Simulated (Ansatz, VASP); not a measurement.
## One calculation of MgF2, two programs

Contents of POSCAR:

```
MgF2
1.0
    4.6218997728      0.0000000000      0.0000000000
    0.0000000000      4.6220926162      0.0000000000
    0.0000000000      0.0000000000      3.0461460124
Mg F
2 4
Direct
    0.5000000000      0.5000000000      0.5000000000
    0.0000000000      0.0000000000      0.0000000000
    0.8029114217      0.1970073647      0.5000000000
    0.1970885783      0.8029926353      0.5000000000
    0.3029114217      0.3029926353      0.0000000000
    0.6970885783      0.6970073647      0.0000000000
```

Contents of INCAR.step1:

```
SYSTEM = MgF2
  PREC = Accurate
  ENCUT = 520
  EDIFF = 1E-5
  ISMEAR = 0
  SIGMA = 0.01
  LREAL = .False.
  LASPH = .True.
  NELM = 120
  ALGO = Normal
  ISIF = 2
  LWAVE = .True.
  LCHARG = .False.
  GGA = PE
  NBANDS = 25
  GGA_COMPAT = .False.
  KPAR = 4
```

Contents of INCAR.step2:

```
SYSTEM = MgF2
  PREC = Accurate
  ENCUT = 520
  EDIFF = 1E-6
  ISMEAR = 0
  SIGMA = 0.01
  LREAL = .False.
  LASPH = .True.
  NELM = 120
  ALGO = Normal
  ISIF = 2
  LWAVE = .False.
  LCHARG = .False.
  GGA = PE
  LHFCALC = .True.
  AEXX = 1.0
  HFSCREEN = 0.2078
  PRECFOCK = Normal
  ISTART = 1
  NBANDS = 25
  ALDAC = 1.0
  AGGAC = 1.0
  GGA_COMPAT = .False.
  KPAR = 4
```

KPOINTS

```
regular mesh
0
Gamma
  4 4 4
  0 0 0
```

Input for Ansatz:

```yaml
crystal:
  lattice:
    - [4.6218997728, 0.0, 0.0]
    - [0.0, 4.6220926162, 0.0]
    - [0.0, 0.0, 3.0461460124]
  atoms:
    - { symbol: Mg, position: [0.5, 0.5, 0.5] }
    - { symbol: Mg, position: [0.0, 0.0, 0.0] }
    - { symbol: F, position: [0.8029114217, 0.1970073647, 0.5] }
    - { symbol: F, position: [0.1970885783, 0.8029926353, 0.5] }
    - { symbol: F, position: [0.3029114217, 0.3029926353, 0.0] }
    - { symbol: F, position: [0.6970885783, 0.6970073647, 0.0] }
kpoints:
  mp_grid: { grid: [4, 4, 4] }
hamiltonian:
  xc:
    exchange: pbe
    correlation: pbe
    exx: { coeff: 1.0, omega: 0.2078 }
scf:
  occupations: { method: fixed }
  n_extra_bands: 5
output:
  forces: true
  stress: true
  eigenvalues: true
```

Alike in both runs: task single point; functional PBE-based screened hybrid; k mesh 4 × 4 × 4; no spin polarisation.

|  | VASP | Ansatz |
| --- | --- | --- |
| version | VASP 6.6.1 | Ansatz 0.2.0 |
| potentials or method | VASP PAW PBE potentials, release 64 (Mg, F) | plane waves |
| plane-wave cutoff (eV) | 520 | 420 |
| occupations | gaussian, width 0.01 eV | fixed |
| valence electrons in the cell | 32 | 48 |

|  | VASP | Ansatz | Ansatz less VASP |
| --- | --- | --- | --- |
| gap on the k mesh at the Fermi level (eV) | 16.59 | 16.73 | +0.145 |
| pressure (GPa) | -8.4 | -9.2 | -0.77 |
| traceless stress, the component that is largest in VASP (GPa) | -0.87 | -0.96 | -0.092 |
| rms of the force components (eV/Å) | 0.062 | 0.073 | +0.0106 |

VASP's potentials were made for PBE, not for PBE-based screened hybrid. Atom by atom the forces differ by 0.011 eV/Å (rms over components). VASP's potentials hold 32 valence electrons a cell and Ansatz's 48, so a difference there can come from the potentials and not from the codes. Ansatz's warnings: stress exchange threshold loose, stress scf threshold loose.

The k mesh is coarse, so the values compare programs but aren't converged.
